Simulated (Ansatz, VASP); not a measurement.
# One calculation of AlRu, two programs

```xyz
2
Lattice="3.5019 0.0000 0.0000 0.0000 3.5019 0.0000 0.0000 0.0000 2.6691" Properties=species:S:1:pos:R:3 pbc="T T T"
Al    0.0000    0.0000    0.0000
Ru    1.7509    1.7509    0.0000
```

Alike in both runs: task relaxation of cell and atoms; functional PBE; k mesh 16 × 16 × 20; occupations gaussian, width 0.1 eV; no spin polarisation.

```csv
,VASP,Ansatz
version,VASP 6.6.1,Ansatz 0.2.0
potentials or method,"VASP PAW PBE potentials, release 64 (Al, Ru_pv), cutoff 600 eV","scalar-relativistic, plane waves, PAW"
valence electrons in the cell,17,19
```

```csv
,VASP,Ansatz,Ansatz less VASP
"gap on the k mesh at the Fermi level, each at its own relaxed structure (eV)",none,none,-
relaxed volume (Å³/atom),16.40,16.49,+0.082
relaxed length of the cell vector where the two differ most in proportion (Å),2.704,2.758,+0.0537
```

A gap of «none» marks a metal or a gap that the smearing closes. VASP's potentials hold 17 valence electrons a cell and Ansatz's 19, so a difference there can come from the potentials and not from the codes.
